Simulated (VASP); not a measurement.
# La3Tl in VASP: a series of runs

La3Tl is run at these levels: LDA; tasks: electric field gradients.

Program: VASP 6.6.1. These are calculated values, not measurements. Logs are shortened: lines on timing, memory, paths and dates and some standing lists are left out, and cuts for length are marked.

## (1) The cell of the first run

Symmetry: Pm-3m, No. 221, cubic system. The conventional cell has a = 5.159 Å, b = 5.159 Å, c = 5.159 Å, α = 90.00°, β = 90.00°, γ = 90.00°. Within 4.8 Å of La (site symmetry 4/mmm) lie 8 La at 3.65 Å and 4 Tl at 3.65 Å. Tl (site symmetry m-3m) has 12 La at 3.65 Å within 4.8 Å.

## (2) Electric field gradients, LDA (34.33 Å³/atom)

File INCAR:

```
SYSTEM = La3Tl
PREC     = Accurate       ! precision mode
ENCUT    = 520            ! plane-wave cutoff, eV
EDIFF    = 1E-8           ! SCF threshold, eV
ISMEAR   = -1             ! smearing method
SIGMA    = 0.08           ! smearing width, eV
LREAL    = .False.        ! projectors in reciprocal space
LASPH    = .True.         ! aspherical terms in the spheres
NELM     = 60             ! most SCF steps
ALGO     = Normal         ! electronic algorithm
ISIF     = 2              ! what is computed and relaxed
LWAVE    = .False.        ! write WAVECAR
LCHARG   = .False.        ! write CHGCAR
LEFG     = .True.       
NBANDS   = 31             ! bands
```

File KPOINTS:

```
Automatic mesh
0
Gamma
  8 8 8
  0 0 0
```

File POSCAR:

```
La3Tl
1.0
    5.1592408815      0.0000000000      0.0000000000
    0.0000000000      5.1592408815      0.0000000000
    0.0000000000      0.0000000000      5.1592408815
La Tl
3 1
Direct
    0.0000000000      0.5000000000      0.5000000000
    0.5000000000      0.0000000000      0.5000000000
    0.5000000000      0.5000000000      0.0000000000
    0.0000000000      0.0000000000      0.0000000000
```

Potentials or basis: VASP PAW LDA potentials, release 64 (La, Tl_d).

Launch:

```console
> cat potpaw_LDA.64/La/POTCAR potpaw_LDA.64/Tl_d/POTCAR > POTCAR
> mpirun -np 1 vasp_std > vasp.out
```

OUTCAR:

```text
SYSTEM = La3Tl
   PREC = Accurate
   ENCUT = 520
   EDIFF = 1E-8
   ISMEAR = -1
   LREAL = .False.
   LASPH = .True.
   NELM = 60
   ISIF = 2

 ion  position               nearest neighbor table
   1  0.000  0.500  0.500-   2 3.65   3 3.65   4 3.65   3 3.65   4 3.65   2 3.65   4 3.65   4 3.65
                             2 3.65   3 3.65   3 3.65   2 3.65
   2  0.500  0.000  0.500-   1 3.65   3 3.65   4 3.65   3 3.65   4 3.65   1 3.65   3 3.65   3 3.65
                             1 3.65   4 3.65   4 3.65   1 3.65
   3  0.500  0.500  0.000-   1 3.65   2 3.65   4 3.65   1 3.65   2 3.65   2 3.65   4 3.65   2 3.65
                             1 3.65   4 3.65   1 3.65   4 3.65
   4  0.000  0.000  0.000-   1 3.65   2 3.65   3 3.65   1 3.65   2 3.65   1 3.65   3 3.65   1 3.65
                             2 3.65   3 3.65   2 3.65   3 3.65

  LATTYP: Found a simple cubic cell.
 ALAT       =     5.1592408815

  Lattice vectors:

 A1 = (   5.1592408815,   0.0000000000,   0.0000000000)
 A2 = (   0.0000000000,   5.1592408815,   0.0000000000)
 A3 = (   0.0000000000,   0.0000000000,   5.1592408815)

Analysis of symmetry for initial positions (statically):
=====================================================================
 Subroutine PRICEL returns:
 Original cell was already a primitive cell.

 Routine SETGRP: Setting up the symmetry group for a
 simple cubic supercell.

 Subroutine GETGRP returns: Found 48 space group operations
 (whereof 48 operations were pure point group operations)
 out of a pool of 48 trial point group operations.

The static configuration has the point symmetry O_h .

Analysis of symmetry for dynamics (positions and initial velocities):
=====================================================================
 Subroutine PRICEL returns:
 Original cell was already a primitive cell.

 Routine SETGRP: Setting up the symmetry group for a
 simple cubic supercell.

 Subroutine GETGRP returns: Found 48 space group operations
 (whereof 48 operations were pure point group operations)
 out of a pool of 48 trial point group operations.

The dynamic configuration has the point symmetry O_h .

 Subroutine INISYM returns: Found 48 space group operations
 (whereof 48 operations are pure point group operations),
 and found     1 'primitive' translations

----------------------------------------------------------------------------------------
[... 146 lines left out ...]

 val. band max:        7.4891704860   @ k =   0.2500   0.2500   0.1250
 cond. band min:       7.5017174980   @ k =   0.5000   0.3750   0.2500
 fundamental gap:      0.0125470121
 Fermi energy:         7.4940638623

 k-point     1 :       0.0000    0.0000    0.0000
  band No.  band energies     occupation
      1     -25.3378      2.00000
      2     -25.0729      2.00000
      3     -25.0729      2.00000
      4      -9.5406      2.00000
      5      -9.5406      2.00000
      6      -9.5406      2.00000
[... 805 lines left out ...]
     30       8.9739      0.00000
     31       9.0201      0.00000

 [... further k-points ...]

------------------------ aborting loop because EDIFF is reached ----------------------------------------

  FORCE on cell =-STRESS in cart. coord.  units (eV):
  Direction    XX          YY          ZZ          XY          YZ          ZX
  --------------------------------------------------------------------------------------
  -------------------------------------------------------------------------------------
  Total       -4.5535447     -4.5535447     -4.5535447     -0.0000000     -0.0000000      0.0000000
  in kB      -53.1254687    -53.1254687    -53.1254687     -0.0000000     -0.0000000      0.0000000
  external PRESSURE =     -53.1254687 kB  Pullay stress =       0.0000000 kB

 VOLUME and BASIS-vectors are now :
 -----------------------------------------------------------------------------
  energy-cutoff  :      520.00
  volume of cell :      137.33
      direct lattice vectors                 reciprocal lattice vectors
     5.159240881  0.000000000  0.000000000     0.193826965  0.000000000  0.000000000
     0.000000000  5.159240881  0.000000000     0.000000000  0.193826965  0.000000000
     0.000000000  0.000000000  5.159240881     0.000000000  0.000000000  0.193826965

 POSITION                                       TOTAL-FORCE (eV/Angst)
 -----------------------------------------------------------------------------------
      0.00000      2.57962      2.57962         0.000000      0.000000      0.000000
      2.57962      0.00000      2.57962         0.000000      0.000000      0.000000
      2.57962      2.57962      0.00000         0.000000      0.000000      0.000000
      0.00000      0.00000      0.00000         0.000000      0.000000      0.000000
 -----------------------------------------------------------------------------------
    total drift:                                0.000000     -0.000000     -0.000000

  FREE ENERGIE OF THE ION-ELECTRON SYSTEM (eV)
  ---------------------------------------------------
  free  energy   TOTEN  =       -20.6081211727 eV

  energy  without entropy=      -20.4766115475  energy(sigma->0) =      -20.54236636

 Electric field gradients (V/A^2)
---------------------------------------------------------------------
 ion       V_xx      V_yy      V_zz      V_xy      V_xz      V_yz
---------------------------------------------------------------------
   1     107.774   -53.887   -53.887     0.000    -0.000     0.000
   2     -53.887   107.774   -53.887    -0.000    -0.000     0.000
   3     -53.887   -53.887   107.774    -0.000    -0.000    -0.000
   4      -0.000    -0.000     0.000    -0.000    -0.000     0.000
---------------------------------------------------------------------

 Electric field gradients after diagonalization (V/A^2)
 (convention: |V_zz| > |V_xx| > |V_yy|)
----------------------------------------------------------------------
 ion       V_xx      V_yy      V_zz     asymmetry (V_yy - V_xx)/ V_zz
----------------------------------------------------------------------
   1     -53.887   -53.887   107.774       0.000
   2     -53.887   -53.887   107.774       0.000
   3     -53.887   -53.887   107.774       0.000
   4      -0.000    -0.000     0.000       0.060
----------------------------------------------------------------------

           NMR quadrupolar parameters

 Cq : quadrupolar parameter    Cq=e*Q*V_zz/h
 eta: asymmetry parameters     (V_yy - V_xx)/ V_zz
 Q  : nuclear electric quadrupole moment in mb (millibarn)
----------------------------------------------------------------------
 ion       Cq(MHz)       eta       Q (mb)
----------------------------------------------------------------------
   1       0.261       0.000       1.000
   2       0.261       0.000       1.000
   3       0.261       0.000       1.000
   4       0.000       0.060       1.000
----------------------------------------------------------------------
```

stdout:

```text
POSCAR found type information on POSCAR LaTl
 POSCAR found :  2 types and       4 ions
 scaLAPACK will be used
 LDA part: xc-table for (Slater(with rela. corr.)+CA(PZ))
 , standard interpolation
 POSCAR, INCAR and KPOINTS ok, starting setup
 FFT: planning ... GRIDC
 FFT: planning ... GRID_SOFT
 FFT: planning ... GRID
 WAVECAR not read
 entering main loop
ion   1

ion   2

ion   3

ion   4
```

Run time: 92 s. Hardware: 1 thread of Intel Xeon 6975P-C (Granite Rapids), shared host; peak memory 0.3 GiB.

What came out:

```yaml
Free_energy: -20.6081 eV
Pressure: -5.3 GPa
Band_gap_on_the_k_mesh: zero (bands 23 and 24 overlap by 0.94 eV)
Largest_electric_field_gradient_by_atom: La +107.8; Tl -0.0 V/Å²
```

Levels at points of the mesh, in eV from the Fermi level:
| k point | band 19 | band 20 | band 21 | band 22 | band 23 | band 24 | band 25 | band 26 | band 27 | band 28 |
| --- | --- | --- | --- | --- | --- | --- | --- | --- | --- | --- |
| (0.00, 0.00, 0.00) | -2.52 | -0.73 | -0.73 | -0.73 | -0.71 | -0.71 | 0.74 | 0.74 | 0.74 | 1.23 |
| (0.50, 0.00, 0.00) | -2.45 | -1.17 | -0.68 | -0.68 | -0.52 | 0.65 | 0.97 | 1.02 | 1.07 | 1.07 |
| (0.50, 0.50, 0.00) | -1.38 | -1.38 | -1.29 | -0.02 | -0.02 | 0.18 | 0.55 | 0.93 | 0.93 | 1.24 |
| (0.50, 0.50, 0.50) | -1.05 | -1.05 | -1.05 | 0.23 | 0.23 | 0.23 | 1.09 | 1.30 | 1.30 | 1.30 |

Electric field gradients, principal values (V/Å²):
| atom | least | middle | greatest (by size) |
| --- | --- | --- | --- |
| 1 La | -53.887 | -53.887 | 107.774 |
| 2 La | -53.887 | -53.887 | 107.774 |
| 3 La | -53.887 | -53.887 | 107.774 |
| 4 Tl | 0.000 | 0.000 | 0.000 |

Caveat: the cell stands under tension; without QUAD_EFG the Cq values of the log hold for a quadrupole moment of 1 mb, not for the nuclei; spin-orbit coupling is left out, which moves the levels of the heavy elements.

(Part 1 of 3 ends here.)
